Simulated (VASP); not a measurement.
# SnO2 (R-3m) in VASP: a series of runs

Runs on SnO2. Level: PBEsol. Tasks: single point.

All numbers are computed with VASP 6.6.1; they aren't measurements. Logs are shortened: lines on timing, memory, paths and dates and some standing lists are left out, and cuts for length are marked.

## Step 1: The cell of the first run

Symmetry: R-3m, No. 166, trigonal system. The conventional cell has a = 3.104 Å, b = 3.104 Å, c = 12.878 Å, α = 90.00°, β = 90.00°, γ = 120.00°. Sn (site symmetry -3m) has 6 O at 2.03 Å within 2.7 Å. Within 2.7 Å of O (site symmetry 3m) lie 3 Sn at 2.03 Å and 3 O at 2.63 Å.

## Step 2: Single point, PBEsol

INCAR reads:

```
ALGO = Normal
EDIFF = 1E-7
ENCUT = 520
GGA = PS
ISIF = 2
ISMEAR = 0
LASPH = True
LCHARG = False
LREAL = False
LWAVE = False
NBANDS = 20
NELM = 100
PREC = Accurate
SIGMA = 0.05
```

KPOINTS reads:

```
k-points
0
Gamma
  12 12 12
```

POSCAR reads:

```
SnO2
1.0
    1.5519000000      0.8959898828      4.2927333333
   -1.5519000000      0.8959898828      4.2927333333
    0.0000000000     -1.7919797655      4.2927333333
Sn O
1 2
Direct
    0.5000000000      0.5000000000      0.5000000000
    0.2414378084      0.2414378084      0.2414378084
    0.7585621916      0.7585621916      0.7585621916
```

Potentials or basis: VASP PAW PBE potentials, release 64 (Sn_d, O).

On the command line:

```
$ cat potpaw_PBE.64/Sn_d/POTCAR potpaw_PBE.64/O/POTCAR > POTCAR
$ mpirun -np 1 vasp_std > vasp.out
```

OUTCAR:

```text
EDIFF = 1E-7
   ENCUT = 520
   GGA = PS
   ISIF = 2
   ISMEAR = 0
   LASPH = True
   LREAL = False
   NELM = 100
   PREC = Accurate

 ion  position               nearest neighbor table
   1  0.500  0.500  0.500-   2 2.03   2 2.03   3 2.03   3 2.03   2 2.03   3 2.03
   2  0.241  0.241  0.241-   1 2.03   1 2.03   1 2.03
   3  0.759  0.759  0.759-   1 2.03   1 2.03   1 2.03

  LATTYP: Found a trigonal (rhomboedric) cell.
 ALAT       =     4.6517470859
 COS(alpha) =     0.7773999418

  Lattice vectors:

 A1 = (   1.5519000000,   0.8959898828,   4.2927333333)
 A2 = (  -1.5519000000,   0.8959898828,   4.2927333333)
 A3 = (   0.0000000000,  -1.7919797655,   4.2927333333)

Analysis of symmetry for initial positions (statically):
=====================================================================
 Subroutine PRICEL returns:
 Original cell was already a primitive cell.

 Routine SETGRP: Setting up the symmetry group for a
 trigonal (rhombohedral) supercell.

 Subroutine GETGRP returns: Found 12 space group operations
 (whereof 12 operations were pure point group operations)
 out of a pool of 12 trial point group operations.

The static configuration has the point symmetry D_3d.

Analysis of symmetry for dynamics (positions and initial velocities):
=====================================================================
 Subroutine PRICEL returns:
 Original cell was already a primitive cell.

 Routine SETGRP: Setting up the symmetry group for a
 trigonal (rhombohedral) supercell.

 Subroutine GETGRP returns: Found 12 space group operations
 (whereof 12 operations were pure point group operations)
 out of a pool of 12 trial point group operations.

The dynamic configuration has the point symmetry D_3d.

 Subroutine INISYM returns: Found 12 space group operations
 (whereof 12 operations are pure point group operations),
 and found     1 'primitive' translations

----------------------------------------------------------------------------------------

                                     Primitive cell

  volume of cell :      35.8139

  direct lattice vectors                    reciprocal lattice vectors
     1.551900000  0.895989883  4.292733333     0.322185708  0.186014005  0.077650603
    -1.551900000  0.895989883  4.292733333    -0.322185708  0.186014005  0.077650603
     0.000000000 -1.791979766  4.292733333     0.000000000 -0.372028010  0.077650603

  length of vectors
     4.651747086  4.651747086  4.651747086     0.380045335  0.380045335  0.380045335

  position of ions in fractional coordinates (direct lattice)
     0.500000000  0.500000000  0.500000000
     0.241437808  0.241437808  0.241437808
     0.758562192  0.758562192  0.758562192

  ion indices of the primitive-cell ions
   primitive index   ion index
                 1           1
                 2           2
                 3           3

----------------------------------------------------------------------------------------

 KPOINTS: k-points

Automatic generation of k-mesh.
 Grid dimensions read from file:
 generate k-points for:   12   12   12

 Generating k-lattice:

  Cartesian coordinates                     Fractional coordinates (reciprocal lattice)
     0.026848809  0.015501167  0.006470884     0.083333333 -0.000000000  0.000000000
    -0.026848809  0.015501167  0.006470884    -0.000000000  0.083333333  0.000000000
     0.000000000 -0.031002334  0.006470884     0.000000000  0.000000000  0.083333333

  Length of vectors
     0.031670445  0.031670445  0.031670445

  Shift w.r.t. Gamma in fractional coordinates (k-lattice)
     0.000000000  0.000000000  0.000000000

 Subroutine IBZKPT returns following result:
 ===========================================

 Found    189 irreducible k-points:

 Following reciprocal coordinates:
            Coordinates               Weight
  0.000000  0.000000  0.000000      1.000000
  0.083333 -0.000000  0.000000      6.000000
  0.166667 -0.000000  0.000000      6.000000
  0.250000  0.000000  0.000000      6.000000
  0.333333 -0.000000  0.000000      6.000000
  0.416667  0.000000  0.000000      6.000000
[... 16 lines left out ...]
  0.500000  0.166667 -0.000000     12.000000
 -0.416667  0.166667 -0.000000     12.000000
 [... further k-points ...]
   k-points           NKPTS =    189   k-points in BZ     NKDIM =    189   number of bands    NBANDS=     20
   number of dos      NEDOS =    301   number of ions     NIONS =      3
   total plane-waves  NPLWV =  46656
   dimension x,y,z NGX =    36 NGY =   36 NGZ =   36
   dimension x,y,z NGXF=    72 NGYF=   72 NGZF=   72
   ions per type =               1   2
   NGX,Y,Z   is equivalent  to a cutoff of  12.87, 12.87, 12.87 a.u.
   NGXF,Y,Z  is equivalent  to a cutoff of  25.73, 25.73, 25.73 a.u.
 SYSTEM =  unknown system
   PREC   = accura    normal or accurate (medium, high low for compatibility)
   ISTART =      0    job   : 0-new  1-cont  2-samecut
   ICHARG =      2    charge: 1-file 2-atom 10-const
   ISPIN  =      1    spin polarized calculation?
   LNONCOLLINEAR =      F non collinear calculations
   LSORBIT =      F    spin-orbit coupling
   LASPH  =      T    aspherical Exc in radial PAW
   ENCUT  =  520.0 eV  38.22 Ry    6.18 a.u.   8.65  8.65  8.65*2*pi/ulx,y,z
   NELM   =    100;   NELMIN=  2; NELMDL= -5     # of ELM steps
   EDIFF  = 0.1E-06   stopping-criterion for ELM
   LREAL  =      F    real-space projection
   EDIFFG = 0.1E-05   stopping-criterion for IOM
   NSW    =      0    number of steps for IOM
   IBRION =     -1    ionic relax: 0-MD 1-quasi-New 2-CG
   NFREE  =      0    steps in history (QN), initial steepest desc. (CG)
   ISIF   =      2    stress and relaxation
   ISYM   =      2    0-nonsym 1-usesym 2-fastsym
   POTIM  = 0.5000    time-step for ionic-motion
   TEBEG  =    0.0;   TEEND  =   0.0 temperature during run
   PSTRESS=    0.0 pullay stress
   NELECT =      26.0000    total number of electrons
   NUPDOWN=      -1.0000    fix difference up-down
   EMIN   =  10.00;   EMAX   =-10.00  energy-range for DOS
   EFERMI =   0.00;   METHOD = LEGACY
   ISMEAR =     0;   SIGMA  =   0.05  broadening in eV -4-tet -1-fermi 0-gaus
   EFERMI_NEDOS =   21; number of points for ismear=-14 and -15
   IALGO  =     38    algorithm
   IMIX   =      4    mixing-type and parameters
     AMIX     =   0.40;   BMIX     =  1.00
     AMIX_MAG =   1.60;   BMIX_MAG =  1.00
  volume/ion in A,a.u.               =      11.94        80.56
  Fermi-wavevector in a.u.,A,eV,Ry     =   1.471348  2.780444 29.454759  2.164864
  Thomas-Fermi vector in A             =   2.586494
   LORBIT       =      0    0 simple, 1 ext, 2 COOP (PROOUT), +10 PAW based schemes
   GGA     = PS    functional components
   LHFCALC =     F    Hartree Fock is set to
   AEXX    =    0.0000 exact exchange contribution
   IVDW    =     0    specifies the selected vdW correction
   LEPSILON=     F    determine dielectric tensor
   LRPA    =     F    only Hartree local field effects (RPA)
 non-spin polarized calculation
 Gauss-broadening in eV      SIGMA  =   0.05
  energy-cutoff  :      520.00
  volume of cell :       35.81
 maximum number of plane-waves:       978
   NGX = 17   NGY = 17   NGZ = 17

 number of electron      26.0000004 magnetization

 Free energy of the ion-electron system (eV)
  ---------------------------------------------------
  ext. energy  EPLUGINS =         0.00000000
  ---------------------------------------------------
  free energy    TOTEN  =       -19.08306826 eV

  energy without entropy =      -19.08306826  energy(sigma->0) =      -19.08306826

 E-fermi :   5.8169     XC(G=0): -11.3738

 val. band max:        5.5313014347   @ k =   0.5000   0.5000   0.0000
 cond. band min:       8.0717368126   @ k =   0.0000   0.0000   0.0000
 fundamental gap:      2.5404353779
 Fermi energy:         5.8168664654

 k-point     1 :       0.0000    0.0000    0.0000
  band No.  band energies     occupation
      1     -14.7978      2.00000
      2     -14.1855      2.00000
      3     -14.1855      2.00000
      4     -13.8378      2.00000
      5     -13.8378      2.00000
      6     -13.0409      2.00000
[... 12 lines left out ...]
     19      23.3535      0.00000
     20      23.3537      0.00000

 k-point     2 :       0.0833   -0.0000    0.0000
  band No.  band energies     occupation
      1     -14.7328      2.00000
      2     -14.2818      2.00000
      3     -14.1626      2.00000
      4     -13.8661      2.00000
      5     -13.8393      2.00000
      6     -13.0094      2.00000
[... 12 lines left out ...]
     19      21.7274      0.00000
     20      23.3574      0.00000

 k-point     3 :       0.1667   -0.0000    0.0000
  band No.  band energies     occupation
      1     -14.6686      2.00000
      2     -14.4194      2.00000
      3     -14.1041      2.00000
      4     -13.9120      2.00000
      5     -13.8386      2.00000
      6     -12.8991      2.00000
[... 12 lines left out ...]
     19      20.4561      0.00000
     20      23.4283      0.00000

 k-point     4 :       0.2500    0.0000    0.0000
  band No.  band energies     occupation
      1     -14.9279      2.00000
      2     -14.2337      2.00000
      3     -14.0423      2.00000
      4     -13.9453      2.00000
      5     -13.8172      2.00000
      6     -12.6820      2.00000
[... 12 lines left out ...]
     19      19.9207      0.00000
     20      23.5239      0.00000

 k-point     5 :       0.3333   -0.0000    0.0000
  band No.  band energies     occupation
      1     -15.1940      2.00000
      2     -14.0901      2.00000
      3     -14.0127      2.00000
      4     -13.9117      2.00000
      5     -13.7609      2.00000
      6     -12.3548      2.00000
[... 12 lines left out ...]
     19      19.7405      0.00000
     20      21.9470      0.00000
[... 353 lines left out ...]
      6     -12.3923      2.00000
[... 12 lines left out ...]
     19      20.0012      0.00000
     20      22.0339      0.00000

 k-point    22 :       0.4167    0.1667    0.0000
  band No.  band energies     occupation
      1     -15.1006      2.00000
      2     -14.4090      2.00000
      3     -13.9901      2.00000
      4     -13.9161      2.00000
      5     -13.7415      2.00000
      6     -11.8995      2.00000
[... 12 lines left out ...]
     19      20.4497      0.00000
     20      21.0358      0.00000

 k-point    23 :       0.5000    0.1667   -0.0000
  band No.  band energies     occupation
      1     -15.2317      2.00000
      2     -14.3852      2.00000
      3     -14.0157      2.00000
      4     -13.8547      2.00000
      5     -13.7424      2.00000
      6     -11.4170      2.00000
[... 12 lines left out ...]
     19      20.2690      0.00000
     20      20.9107      0.00000

 k-point    24 :      -0.4167    0.1667   -0.0000
  band No.  band energies     occupation
      1     -15.2766      2.00000
      2     -14.3777      2.00000
      3     -14.0257      2.00000
      4     -13.7897      2.00000
      5     -13.7851      2.00000
      6     -11.2185      2.00000
[... 12 lines left out ...]
     19      19.8731      0.00000
     20      21.1007      0.00000

 [... further k-points ...]
[... 5 lines left out ...]
  --------------------------------------------------------------------------------------
  -------------------------------------------------------------------------------------
  Total        5.8252746      5.8252746      2.8324301      0.0000000      0.0000000      0.0000000
  in kB      260.6003445    260.6003445    126.7120130      0.0000000      0.0000000      0.0000000
  external PRESSURE =     215.9709006 kB  Pullay stress =       0.0000000 kB

 VOLUME and BASIS-vectors are now :
 -----------------------------------------------------------------------------
  energy-cutoff  :      520.00
  volume of cell :       35.81
      direct lattice vectors                 reciprocal lattice vectors
     1.551900000  0.895989883  4.292733333     0.322185708  0.186014005  0.077650603
    -1.551900000  0.895989883  4.292733333    -0.322185708  0.186014005  0.077650603
     0.000000000 -1.791979766  4.292733333     0.000000000 -0.372028010  0.077650603

 POSITION                                       TOTAL-FORCE (eV/Angst)
 -----------------------------------------------------------------------------------
      0.00000      0.00000      6.43910         0.000000      0.000000      0.000000
      0.00000      0.00000      3.10928         0.000000      0.000000      1.282186
      0.00000      0.00000      9.76892         0.000000     -0.000000     -1.282186
 -----------------------------------------------------------------------------------
    total drift:                               -0.000000     -0.000000      0.000000

  FREE ENERGIE OF THE ION-ELECTRON SYSTEM (eV)
  ---------------------------------------------------
  free  energy   TOTEN  =       -19.0830682612 eV

  energy  without entropy=      -19.0830682612  energy(sigma->0) =      -19.08306826
```

Run time: 2 min. Hardware: 1 thread of AMD EPYC 9R45 (Zen 5), shared host; peak memory 0.26 GiB.

What came out:

```yaml
Free_energy: -19.0831 eV
Pressure: 21.6 GPa
Largest_force: 1.282 eV/Å
Band_gap_on_the_k_mesh: 2.54 eV, indirect (least direct gap 2.68 eV)
```

Forces on the atoms (eV/Å):
```
Sn   0.000  0.000  0.000
O    0.000  0.000  1.282
O    0.000  0.000 -1.282
```

Caveat: the PAW data sets were made with another functional, which shifts forces and pressure a little; spin-orbit coupling is left out, which moves the levels of the heavy elements. A k mesh can miss the band edges.

## Step 3: Single point, PBEsol

This run uses another cell than the first one, of 12.01 Å³/atom, 1.006 times its volume.

INCAR reads:

```
  PREC = Accurate
  ENCUT = 520
  EDIFF = 1E-6
  ISMEAR = 0
  SIGMA = 0.05
  LREAL = F
  LASPH = T
  NELM = 100
  ALGO = Normal
  ISIF = 2
  LWAVE = F
  LCHARG = F
  GGA = PS
  NBANDS = 20
```

KPOINTS reads:

```
Automatic mesh
0
Gamma
  12 12 12
```

POSCAR reads:

```
SnO2
1.0
    1.5786500000      0.9114340025      4.1751333333
   -1.5786500000      0.9114340025      4.1751333333
    0.0000000000     -1.8228680049      4.1751333333
Sn O
1 2
Direct
    0.5000000000      0.5000000000      0.5000000000
    0.2414378084      0.2414378084      0.2414378084
    0.7585621916      0.7585621916      0.7585621916
```

Potentials or basis: VASP PAW PBE potentials, release 64 (Sn_d, O).

On the command line:

```
$ cat potpaw_PBE.64/Sn_d/POTCAR potpaw_PBE.64/O/POTCAR > POTCAR
$ mpirun -np 1 vasp_std > vasp.out
```

It took 2.5 min on 1 thread of Intel Xeon Platinum 8259CL at 2.50GHz (Skylake/Cascade Lake), shared host; peak memory 0.29 GiB.

The run converged. Its results:

| Item | Value |
| --- | --- |
| Free energy | -19.1785 eV |
| Pressure | 15.9 GPa |
| Largest force | 1.174 eV/Å |
| Band gap on the k mesh | 2.18 eV, indirect (least direct gap 2.27 eV) |

Forces in eV/Å, atoms in the order of the input:
```
Sn   0.000  0.000  0.000
O    0.000  0.000  1.174
O    0.000  0.000 -1.174
```

Stress tensor (GPa, compression positive):
```
18.30  0.00  0.00
 0.00 18.30  0.00
 0.00  0.00 11.22
```

Levels at points of the mesh, in eV from the valence-band top:
```tsv
k point	band 10	band 11	band 12	band 13	band 14	band 15	band 16	band 17
(0.00, 0.00, 0.00)	-1.63	-1.24	-1.24	-0.09	2.18	5.76	11.26	11.26
(0.50, 0.00, 0.00)	-3.59	-1.97	-1.11	-0.87	6.22	8.32	10.24	13.00
(0.50, 0.50, 0.00)	-3.87	-1.13	-0.47	0.00	5.57	7.16	11.35	11.65
(0.50, 0.50, 0.50)	-1.84	-1.84	-1.09	-1.09	4.15	6.24	11.79	11.79
```

Caveat: the PAW data sets were made with another functional, which shifts forces and pressure a little; spin-orbit coupling is left out, which moves the levels of the heavy elements.

[end of part 1 of 2]
